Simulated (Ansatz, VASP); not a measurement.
FeGe: VASP beside Ansatz

```
Fe Ge
1.0
     4.68900    0.00000    0.00000
     0.00000    4.68900    0.00000
     0.00000    0.00000    4.68900
Fe Ge
4 4
Direct
  0.13468 0.13946 0.12825
  0.37162 0.86722 0.62820
  0.63471 0.36725 0.87334
  0.87169 0.63936 0.37333
  0.84038 0.83946 0.84378
  0.66596 0.16724 0.34380
  0.34035 0.66728 0.15763
  0.16598 0.33942 0.65772
```

Alike in both runs: functional PBE; k mesh 4 × 4 × 4; collinear spin.

Ansatz relaxed the structure, and its values are those at the end. VASP's run is a single point on that final structure, the one shown.

|  | VASP | Ansatz |
| --- | --- | --- |
| version | VASP 6.6.1 | Ansatz 0.2.0 |
| potentials or method | VASP PAW PBE potentials, release 64 (Fe, Ge_d) | plane waves, PAW |
| plane-wave cutoff (eV) | 600 | 420 |
| occupations | methfessel-paxton of order 1, width 0.1 eV | cold |
| valence electrons in the cell | 88 | 120 |

VASP gave:

- rms of the force components (eV/Å): 0.009
- net moment per atom (μB): 0.00
- size of the moment on the site where the two differ most (μB): 1.01

**Question.** Which values does Ansatz return?

**Answer.** rms of the force components (eV/Å): 0.004; net moment per atom (μB): 0.00; size of the moment on the site where the two differ most (μB): 0.99.

Site moments also hang on the region over which each program counts them. VASP's potentials hold 88 valence electrons a cell and Ansatz's 120, so a difference there can come from the potentials and not from the codes.
